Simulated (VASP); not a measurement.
# AlGa3N4 (Pm) in VASP: further runs, part 2 of 2

VASP 6.6.1.

## 4. Single point, r2SCAN

This run uses another cell than the first one, of 10.24 Å³/atom.

File POSCAR:

```
AlGa3N4
1.0
    4.9955727753      0.0000000000     -0.0003605893
    0.0000000000      3.0772774997      0.0000000000
   -0.0039935010      0.0000000000      5.3266630977
Al Ga N
1 3 4
Direct
    0.0009714905      0.5000000000      0.6674838842
    0.4990953324      0.5000000000      0.3353308336
    0.4989072971      0.0000000000      0.8311718002
    0.9999135530      0.0000000000      0.1659400323
    0.1192113030      0.5000000000      0.3406747411
    0.1172124170      0.0000000000      0.8258199820
    0.6200543450      0.0000000000      0.1660674814
    0.6322342722      0.5000000000      0.6675122450
```

File INCAR.step1:

```
PREC     = Accurate       # precision mode
ENCUT    = 520            # plane-wave cutoff, eV
ISMEAR   = 0              # smearing method
SIGMA    = 0.02           # smearing width, eV
LREAL    = F              # projectors in reciprocal space
LASPH    = T              # aspherical terms in the spheres
NELM     = 80             # most SCF steps
NBANDS   = 41             # bands
GGA      = PE             # functional
ALGO     = Normal         # electronic algorithm
EDIFF    = 1E-4           # SCF threshold, eV
LWAVE    = T              # write WAVECAR
LCHARG   = F              # write CHGCAR
```

File INCAR.step2:

```
PREC     = Accurate       # precision mode
ENCUT    = 520            # plane-wave cutoff, eV
EDIFF    = 1E-6           # SCF threshold, eV
ISMEAR   = 0              # smearing method
SIGMA    = 0.02           # smearing width, eV
LREAL    = F              # projectors in reciprocal space
LASPH    = T              # aspherical terms in the spheres
NELM     = 80             # most SCF steps
ALGO     = Normal         # electronic algorithm
ISIF     = 2              # what is computed and relaxed
LWAVE    = F              # write WAVECAR
LCHARG   = F              # write CHGCAR
METAGGA  = R2SCAN         # meta-GGA
LMIXTAU  = T            
NBANDS   = 41             # bands
ISTART   = 1
```

File KPOINTS:

```
regular mesh
0
Gamma
  6 8 4
```

Started as:

```
> cat potpaw_PBE.64/Al/POTCAR potpaw_PBE.64/Ga_d/POTCAR potpaw_PBE.64/N/POTCAR > POTCAR
> cp INCAR.step1 INCAR
> mpirun -np 1 vasp_std > vasp.out
> cp INCAR.step2 INCAR
> mpirun -np 1 vasp_std > vasp.out
```

Wall time 12 min (1 thread of Oxide Virtual Turin-like, shared host); peak memory 0.29 GiB.

Results (log left out):

```yaml
Free_energy: -84.4680 eV
Pressure: 21.0 GPa
Largest_force: 0.096 eV/Å
Band_gap_on_the_k_mesh: 3.49 eV
```

Forces on the atoms (eV/Å):
```
Al  -0.011  0.000 -0.001
Ga   0.005  0.000  0.010
Ga  -0.001  0.000  0.002
Ga  -0.001  0.000 -0.018
N   -0.027  0.000  0.085
N   -0.052  0.000 -0.081
N   -0.002  0.000  0.000
N    0.089  0.000  0.004
```

Levels at points of the mesh, in eV from the valence-band top:
```
           k point  band 28  band 29  band 30  band 31  band 32  band 33  band 34  band 35
(0.00, 0.00, 0.00)    -0.95    -0.12    -0.04     0.00     3.49     5.83     6.15     6.61
(0.50, 0.00, 0.00)    -0.87    -0.79    -0.38    -0.38     5.33     5.47     5.76     6.15
(0.00, 0.50, 0.00)    -2.34    -2.31    -2.06    -1.99     6.24     6.30     8.29     8.29
(0.50, 0.50, 0.00)    -1.94    -1.65    -1.60    -1.57     6.75     6.86     7.01     7.25
(0.00, 0.00, 0.50)    -0.91    -0.72    -0.64    -0.36     5.70     5.86     7.35     7.64
(0.50, 0.00, 0.50)    -1.86    -1.31    -1.26    -1.21     6.32     6.41     6.55     6.86
(0.00, 0.50, 0.50)    -2.46    -2.39    -1.13    -0.97     5.77     6.03     6.49     6.69
(0.50, 0.50, 0.50)    -1.98    -1.94    -1.84    -1.81     5.24     5.28     5.38     5.76
```

Caveat: the cell stands under pressure; the PAW data sets were made with another functional, which shifts forces and pressure a little.

## 5. Single point, r2SCAN

This run uses another cell than the first one, of 10.24 Å³/atom.

POSCAR is that of step 4.

File INCAR.step1:

```
SYSTEM = AlGa3N4
  PREC = Accurate
  ENCUT = 520
  ISMEAR = 0
  SIGMA = 0.02
  LREAL = .False.
  LASPH = .True.
  NELM = 80
  NBANDS = 41
  GGA = PE
  ALGO = Normal
  EDIFF = 1E-4
  LWAVE = .True.
  LCHARG = .False.
```

File INCAR.step2:

```
SYSTEM = AlGa3N4
  PREC = Accurate
  ENCUT = 520
  EDIFF = 1E-7
  ISMEAR = 0
  SIGMA = 0.02
  LREAL = .False.
  LASPH = .True.
  NELM = 80
  ALGO = Normal
  ISIF = 2
  LWAVE = .False.
  LCHARG = .True.
  METAGGA = R2SCAN
  LMIXTAU = .True.
  LELF = .True.
  LVHAR = .True.
  NBANDS = 41
  ISTART = 1
```

File KPOINTS:

```
Automatic mesh
0
Gamma
  6 8 4
  0 0 0
```

Started as:

```
> cat potpaw_PBE.64/Al/POTCAR potpaw_PBE.64/Ga_d/POTCAR potpaw_PBE.64/N/POTCAR > POTCAR
> cp INCAR.step1 INCAR
> mpirun -np 1 vasp_std > vasp.out
> cp INCAR.step2 INCAR
> mpirun -np 1 vasp_std > vasp.out
```

Run time: 18 min. Hardware: 1 thread of Oxide Virtual Turin-like, shared host; peak memory 0.29 GiB.

The run converged. Its results:

```
Free energy            : -84.4680 eV
Pressure               : 21.0 GPa
Largest force          : 0.096 eV/Å
Band gap on the k mesh : 3.49 eV
```

Forces in eV/Å, atoms in the order of the input:
```
Al  -0.011  0.000 -0.001
Ga   0.005  0.000  0.010
Ga  -0.001  0.000  0.002
Ga  -0.001  0.000 -0.018
N   -0.027  0.000  0.084
N   -0.052  0.000 -0.081
N   -0.002  0.000  0.000
N    0.088  0.000  0.004
```

Levels at points of the mesh, in eV from the valence-band top:
| k point | band 27 | band 28 | band 29 | band 30 | band 31 | band 32 | band 33 | band 34 | band 35 | band 36 |
| --- | --- | --- | --- | --- | --- | --- | --- | --- | --- | --- |
| (0.00, 0.00, 0.00) | -1.20 | -0.95 | -0.12 | -0.04 | 0.00 | 3.49 | 5.83 | 6.15 | 6.61 | 7.65 |
| (0.50, 0.00, 0.00) | -1.85 | -0.87 | -0.79 | -0.38 | -0.38 | 5.33 | 5.47 | 5.76 | 6.15 | 9.00 |
| (0.00, 0.50, 0.00) | -3.76 | -2.34 | -2.31 | -2.06 | -1.99 | 6.24 | 6.30 | 8.29 | 8.29 | 8.97 |
| (0.50, 0.50, 0.00) | -3.60 | -1.94 | -1.65 | -1.60 | -1.57 | 6.75 | 6.86 | 7.01 | 7.25 | 9.07 |
| (0.00, 0.00, 0.50) | -2.04 | -0.91 | -0.72 | -0.64 | -0.36 | 5.70 | 5.86 | 7.35 | 7.64 | 8.46 |
| (0.50, 0.00, 0.50) | -2.06 | -1.86 | -1.31 | -1.26 | -1.21 | 6.32 | 6.41 | 6.55 | 6.86 | 8.76 |
| (0.00, 0.50, 0.50) | -2.94 | -2.46 | -2.39 | -1.13 | -0.97 | 5.77 | 6.03 | 6.49 | 6.69 | 7.07 |
| (0.50, 0.50, 0.50) | -2.06 | -1.98 | -1.94 | -1.84 | -1.81 | 5.24 | 5.28 | 5.38 | 5.76 | 8.40 |

Caveat: the cell stands under pressure; the PAW data sets were made with another functional, which shifts forces and pressure a little.

## 6. Single point, r2SCAN

This run uses another cell than the first one, of 11.13 Å³/atom.

File POSCAR:

```
AlGa3N4
1.0
    5.1389202027      0.0000000000      0.0000171871
    0.0000000000      3.1634143065      0.0000000000
   -0.0036943801      0.0000000000      5.4769945785
Al Ga N
1 3 4
Direct
    0.0005828856      0.5000000000      0.6672982355
    0.4991712867      0.5000000000      0.3350606990
    0.4992511921      0.0000000000      0.8314570702
    0.9998609978      0.0000000000      0.1661913850
    0.1194130437      0.5000000000      0.3406010341
    0.1173310430      0.0000000000      0.8259310374
    0.6202395493      0.0000000000      0.1661937142
    0.6317500118      0.5000000000      0.6672678245
```

File INCAR.step1:

```
SYSTEM = AlGa3N4
ALGO = Normal
EDIFF = 1E-4
ENCUT = 520
GGA = PE
ISMEAR = 0
LASPH = .TRUE.
LCHARG = .FALSE.
LREAL = .FALSE.
LWAVE = .TRUE.
NBANDS = 41
NELM = 60
PREC = Accurate
SIGMA = 0.05
```

File INCAR.step2:

```
SYSTEM = AlGa3N4
ALGO = Normal
EDIFF = 1E-7
ENCUT = 520
ISIF = 2
ISMEAR = 0
ISTART = 1
LASPH = .TRUE.
LCHARG = .TRUE.
LELF = .TRUE.
LMIXTAU = .TRUE.
LREAL = .FALSE.
LVHAR = .TRUE.
LWAVE = .FALSE.
METAGGA = R2SCAN
NBANDS = 41
NELM = 60
PREC = Accurate
SIGMA = 0.05
```

File KPOINTS:

```
k-points
0
G
  6 8 4
  0 0 0
```

Potentials or basis: VASP PAW PBE potentials, release 64 (Al, Ga_d, N).

Started as:

```
> cat potpaw_PBE.64/Al/POTCAR potpaw_PBE.64/Ga_d/POTCAR potpaw_PBE.64/N/POTCAR > POTCAR
> cp INCAR.step1 INCAR
> mpirun -np 1 vasp_std > vasp.out
> cp INCAR.step2 INCAR
> mpirun -np 1 vasp_std > vasp.out
```

OUTCAR:

```text
SYSTEM = AlGa3N4
   EDIFF = 1E-7
   ENCUT = 520
   ISIF = 2
   ISMEAR = 0
   ISTART = 1
   LASPH = .TRUE.
   LREAL = .FALSE.
   METAGGA = R2SCAN
   NELM = 60
   PREC = Accurate

 ion  position               nearest neighbor table
   1  0.001  0.500  0.667-   5 1.89   8 1.90   6 1.90   6 1.90   3 3.14   3 3.14
   2  0.499  0.500  0.335-   7 1.94   7 1.94   8 1.94   5 1.95
   3  0.499  0.000  0.831-   7 1.94   8 1.94   8 1.94   6 1.96   1 3.14   1 3.14
   4  1.000  0.000  0.166-   5 1.95   5 1.95   7 1.95   6 1.96
   5  0.119  0.500  0.341-   1 1.89   4 1.95   4 1.95   2 1.95
   6  0.117  0.000  0.826-   1 1.90   1 1.90   4 1.96   3 1.96
   7  0.620  0.000  0.166-   2 1.94   2 1.94   3 1.94   4 1.95
   8  0.632  0.500  0.667-   1 1.90   2 1.94   3 1.94   3 1.94

  LATTYP: Found a simple monoclinic cell.
 ALAT       =     5.1389202027
 B/A-ratio  =     0.6155795735
 C/A-ratio  =     1.0657872877
 COS(beta)  =    -0.0006711822

  Lattice vectors:

 A1 = (   5.1389202027,   0.0000000000,   0.0000171871)
 A2 = (   0.0000000000,   3.1634143065,   0.0000000000)
 A3 = (  -0.0036943801,   0.0000000000,   5.4769945785)

Analysis of symmetry for initial positions (statically):
[... 189 lines left out ...]
 cond. band min:       8.1923428478   @ k =   0.0000   0.0000   0.0000
 fundamental gap:      2.8848894711
 Fermi energy:         5.5287602263

 k-point     1 :       0.0000    0.0000    0.0000
  band No.  band energies     occupation
      1     -11.3252      2.00000
      2     -10.3102      2.00000
      3     -10.1133      2.00000
      4      -9.8073      2.00000
      5      -8.3373      2.00000
      6      -8.3367      2.00000
[... 1045 lines left out ...]
     40      16.1477      0.00000
     41      16.4432      0.00000

 [... further k-points ...]
[... 5 lines left out ...]
  --------------------------------------------------------------------------------------
  -------------------------------------------------------------------------------------
  Total        0.4119790      0.3708582      0.4510330      0.0000000      0.0000000      0.0053254
  in kB        7.4133648      6.6734155      8.1161229      0.0000000      0.0000000      0.0958276
  external PRESSURE =       7.4009677 kB  Pullay stress =       0.0000000 kB

 VOLUME and BASIS-vectors are now :
 -----------------------------------------------------------------------------
  energy-cutoff  :      520.00
  volume of cell :       89.04
      direct lattice vectors                 reciprocal lattice vectors
     5.138920203  0.000000000  0.000017187     0.194593408  0.000000000  0.000131258
     0.000000000  3.163414306  0.000000000     0.000000000  0.316114142  0.000000000
    -0.003694380  0.000000000  5.476994579    -0.000000611  0.000000000  0.182581886

 POSITION                                       TOTAL-FORCE (eV/Angst)
 -----------------------------------------------------------------------------------
      0.00053      1.58171      3.65479        -0.005905      0.000000     -0.003957
      2.56396      1.58171      1.83513        -0.004108      0.000000      0.003921
      2.56254      0.00000      4.55389        -0.009523      0.000000      0.004610
      5.13759      0.00000      0.91025        -0.001158      0.000000     -0.007063
      0.61240      1.58171      1.86547        -0.021505      0.000000      0.077966
      0.59990      0.00000      4.52362        -0.045741      0.000000     -0.071959
      3.18675      0.00000      0.91025         0.002314      0.000000     -0.003699
      3.24405      1.58171      3.65463         0.085626      0.000000      0.000180
 -----------------------------------------------------------------------------------
    total drift:                               -0.025390      0.000000      0.002737

  FREE ENERGIE OF THE ION-ELECTRON SYSTEM (eV)
  ---------------------------------------------------
  free  energy   TOTEN  =       -84.9290355621 eV

  energy  without entropy=      -84.9290355621  energy(sigma->0) =      -84.92903556
```

OSZICAR.step1:

```text
N       E                     dE             d eps       ncg     rms          rms(c)
DAV:   1     0.637343202943E+03    0.63734E+03   -0.28022E+04  6422   0.260E+03
DAV:   2     0.557897214059E+02   -0.58155E+03   -0.54222E+03  6180   0.644E+02
DAV:   3    -0.521501950898E+02   -0.10794E+03   -0.10480E+03  6569   0.195E+02
DAV:   4    -0.596800829141E+02   -0.75299E+01   -0.74602E+01  7882   0.547E+01
DAV:   5    -0.598726308061E+02   -0.19255E+00   -0.19228E+00  6969   0.856E+00    0.160E+01
DAV:   6    -0.510109246264E+02    0.88617E+01   -0.25437E+01 10379   0.583E+01    0.453E+00
DAV:   7    -0.513341173257E+02   -0.32319E+00   -0.44484E+00  6805   0.119E+01    0.400E+00
DAV:   8    -0.513210768333E+02    0.13040E-01   -0.46499E-01  8160   0.905E+00    0.103E+00
DAV:   9    -0.512908291414E+02    0.30248E-01   -0.13353E-01  9210   0.597E+00    0.479E-01
DAV:  10    -0.512915770161E+02   -0.74787E-03   -0.19183E-02  6910   0.105E+00    0.193E-01
DAV:  11    -0.512918651459E+02   -0.28813E-03   -0.20075E-03  8508   0.941E-01    0.398E-02
DAV:  12    -0.512919232034E+02   -0.58058E-04   -0.35613E-04  6484   0.439E-01
   1 F= -.51291923E+02 E0= -.51291923E+02  d E =-.782906E-12
```

Run time: 25 min. Hardware: 1 thread of Oxide Virtual Turin-like, shared host; peak memory 0.3 GiB.

What came out:

```
Free energy            : -84.9290 eV
Pressure               : 0.7 GPa
Largest force          : 0.086 eV/Å
Band gap on the k mesh : 2.88 eV
```

Forces in eV/Å, atoms in the order of the input:
```
Al  -0.006  0.000 -0.004
Ga  -0.004  0.000  0.004
Ga  -0.010  0.000  0.005
Ga  -0.001  0.000 -0.007
N   -0.022  0.000  0.078
N   -0.046  0.000 -0.072
N    0.002  0.000 -0.004
N    0.086  0.000  0.000
```

Caveat: the PAW data sets were made with another functional, which shifts forces and pressure a little.

## 7. The runs side by side

| cell | smearing | gap on the mesh (eV) | pressure (GPa) | largest force (eV/Å) |
| --- | --- | --- | --- | --- |
| a = 5.061, b = 3.116, c = 5.395 Å, 8 atoms, atomic positions A | gaussian 0.02 eV | 3.22 | 10.9 | 0.09 |
| a = 5.098, b = 3.139, c = 5.434 Å, 8 atoms, atomic positions B | gaussian 0.02 eV | 3.06 | 5.8 | 0.09 |
| a = 4.996, b = 3.077, c = 5.327 Å, 8 atoms, atomic positions C | gaussian 0.02 eV | 3.49 | 21.0 | 0.10 |
| a = 5.139, b = 3.163, c = 5.477 Å, 8 atoms, atomic positions D | gaussian 0.05 eV | 2.88 | 0.7 | 0.09 |

Alike in all rows: task single point; level r2SCAN; potentials or basis VASP PAW PBE potentials, release 64 (Al, Ga_d, N); no spin polarisation; k mesh 6 × 8 × 4; cutoff (eV) 520.

Caveats: the PAW data sets were made with another functional, which shifts forces and pressure a little; the cell stands under pressure (at least some runs).

Absolute energies hang on the potentials; compare differences alone.
